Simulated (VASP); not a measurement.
Input of a VASP 6.6.1 run:

INCAR

```
ALGO     = Normal         # electronic algorithm
EDIFF    = 1E-6           # SCF threshold, eV
ENCUT    = 520            # plane-wave cutoff, eV
GGA      = PE             # functional
ISIF     = 2              # what is computed and relaxed
ISMEAR   = 0              # smearing method
ISPIN    = 2              # spin polarisation
IVDW     = 12             # dispersion correction
LASPH    = T              # aspherical terms in the spheres
LCHARG   = F              # write CHGCAR
LORBIT   = 11             # projections on sites
LREAL    = Auto         
LWAVE    = F              # write WAVECAR
MAGMOM   = 0.02 0.07 0.07 0.05 0.02 0.02 0.08 0.02 0.02 0.02 0.12 0.08 0.12 0.07 0.08 0.12 -0.02 -0.02 -0.02 -0.02 -0.02 -0.02 -0.02 -0.02 -0.02 -0.02 0 -0.02 -0.02 -0.02 -0.02 -0.02 0.08 # initial moments
NBANDS   = 90             # bands
NELM     = 150            # most SCF steps
PREC     = Accurate       # precision mode
SIGMA    = 0.02           # smearing width, eV
```

Contents of KPOINTS:

```
Automatic mesh
0
Gamma
  2 2 2
  0.5 0.5 0.5
```

POSCAR

```
HC32
1.0
    5.6709571532      0.0000000000     -3.4026574365
   -2.8677434801     -4.9298468452     -3.3594911937
   -2.8677434801      4.9298468452     -3.3594911937
C H
32 1
Direct
    0.4168329714      0.0421363753      0.5413910332
    0.6641465369      0.7902952565      0.5379677422
    0.9483542866      0.5782043276      0.5782071675
    0.4183859675      0.2928337811      0.2928364181
    0.1745921474      0.3000250562      0.5482333755
    0.6610388972      0.0362081081      0.2855195043
    0.9130666977      0.7895417099      0.2891022282
    0.4168330710      0.5413883932      0.0421392121
    0.1745921474      0.5482306371      0.3000277946
    0.6610388972      0.2855167659      0.0362108465
    0.9086370130      0.0331863724      0.0331890094
    0.4196168621      0.7932136739      0.7932163109
    0.1677263033      0.7920418893      0.0435271553
    0.6641464374      0.5379649054      0.7902978965
    0.9130665982      0.2890993913      0.7895443499
    0.1677263033      0.0435244168      0.7920446277
    0.5792491850      0.9554085037      0.4538205076
    0.8317965557      0.7133182229      0.4568644141
    0.1004075796      0.4713982506      0.4714008876
    0.5802117313      0.2049974682      0.2050001052
    0.3364149319      0.2112755534      0.4605741703
    0.8252062122      0.9508197626      0.1999651993
    0.0866500618      0.7113827196      0.2113032897
    0.5792491850      0.4538177692      0.9554112421
    0.3364149319      0.4605714319      0.2112782918
    0.8252062122      0.1999624609      0.9508225010
    0.0800599273      0.9550788471      0.9550816870
    0.5838305307      0.7088079545      0.7088107944
    0.3362443637      0.7099627983      0.9608415860
    0.8317965557      0.4568616757      0.7133209613
    0.0866500618      0.2113005513      0.7113854581
    0.3362443637      0.9608388476      0.7099655367
    1.0356509950      0.6986739404      0.6986767802
```

Potentials or basis: VASP PAW PBE potentials, release 64 (C, H).

Launch:

```sh
$ cat potpaw_PBE.64/C/POTCAR potpaw_PBE.64/H/POTCAR > POTCAR
$ mpirun -np 1 vasp_std > vasp.out
```

**Question.** What does it give for the net moment?

**Answer.** 1.00 μB per cell.

**Question.** Predict the band gap on the k mesh.

**Answer.** 0.24 eV.

**Question.** What does it give for the pressure?

**Answer.** 1.6 GPa.

**Question.** Predict the dispersion energy per atom.

**Answer.** -0.154 eV.

Forces on the atoms (eV/Å):
```
C   -0.022  0.007  0.019
C   -0.013  0.002  0.003
C    0.053  0.000  0.042
C   -0.019  0.000  0.027
C   -0.012 -0.001  0.056
C   -0.017  0.007  0.004
C   -0.019  0.007 -0.011
C   -0.022 -0.007  0.019
C   -0.012  0.001  0.056
C   -0.017 -0.007  0.004
C   -0.023  0.000 -0.116
C   -0.022  0.000 -0.012
C   -0.017 -0.005 -0.059
C   -0.013 -0.002  0.003
C   -0.019 -0.007 -0.011
C   -0.017  0.005 -0.059
C   -0.019  0.011  0.029
C   -0.003  0.002  0.013
C    0.001  0.000  0.106
C   -0.004  0.000  0.000
C   -0.012  0.003  0.040
C   -0.013 -0.004 -0.041
C   -0.019 -0.006  0.000
C   -0.019 -0.011  0.029
C   -0.012 -0.003  0.040
C   -0.013  0.004 -0.041
C   -0.038  0.000 -0.181
C   -0.006  0.000 -0.003
C   -0.022 -0.002 -0.013
C   -0.003 -0.002  0.013
C   -0.019  0.006  0.000
C   -0.022  0.002 -0.013
H    0.433  0.000  0.057
```
